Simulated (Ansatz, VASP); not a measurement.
One calculation of BAs, two programs

File INCAR:

```
SYSTEM = BAs
ALGO     = Normal         ! electronic algorithm
EDIFF    = 1E-6           ! SCF threshold, eV
ENCUT    = 520            ! plane-wave cutoff, eV
GGA      = PE             ! functional
ISIF     = 2              ! what is computed and relaxed
ISMEAR   = -1             ! smearing method
LASPH    = .TRUE.         ! aspherical terms in the spheres
LCHARG   = .FALSE.        ! write CHGCAR
LREAL    = .FALSE.        ! projectors in reciprocal space
LWAVE    = .FALSE.        ! write WAVECAR
NBANDS   = 11             ! bands
NELM     = 100            ! most SCF steps
PREC     = Accurate       ! precision mode
SIGMA    = 0.08           ! smearing width, eV
```

KPOINTS

```
k-points
0
G
  14 14 14
  0 0 0
```

POSCAR

```
BAs
1.0
    0.0000000000      2.3043468166      2.3043468166
    2.3043468166      0.0000000000      2.3043468166
    2.3043468166      2.3043468166      0.0000000000
B As
1 1
Direct
    0.0000000000      0.0000000000      0.0000000000
    0.2500000000      0.2500000000      0.2500000000
```

Input for Ansatz:

```yaml
crystal:
  lattice:
    - [0.0, 2.3043468166, 2.3043468166]
    - [2.3043468166, 0.0, 2.3043468166]
    - [2.3043468166, 2.3043468166, 0.0]
  atoms:
    - { symbol: B, position: [0.0, 0.0, 0.0] }
    - { symbol: As, position: [0.25, 0.25, 0.25] }
kpoints:
  mp_grid: { grid: [14, 14, 14] }
scf:
  occupations: { method: fermi_dirac, width: 0.08 }
hamiltonian:
  xc: pbe
  pseudopotentials: { kind: all_electron, lapw: { basis_error: 0.001 } }
output:
  forces: true
  stress: true
  eigenvalues: true
  populations: true
```

Change from the starting cell: volume scaled by 0.88, LAPW.

Alike in both runs: task single point; functional PBE; k mesh 14 × 14 × 14; occupations fermi-dirac, width 0.08 eV; no spin polarisation.

```csv
,VASP,Ansatz
version,VASP 6.6.1,Ansatz 0.2.0
potentials or method,"VASP PAW PBE potentials, release 64 (B, As), cutoff 520 eV","all-electron LAPW, scalar-relativistic"
```

```csv
,VASP,Ansatz,Ansatz less VASP
pressure (GPa),22.9,21.7,-1.16
```

Ansatz ran all-electron here, and VASP with PAW potentials.
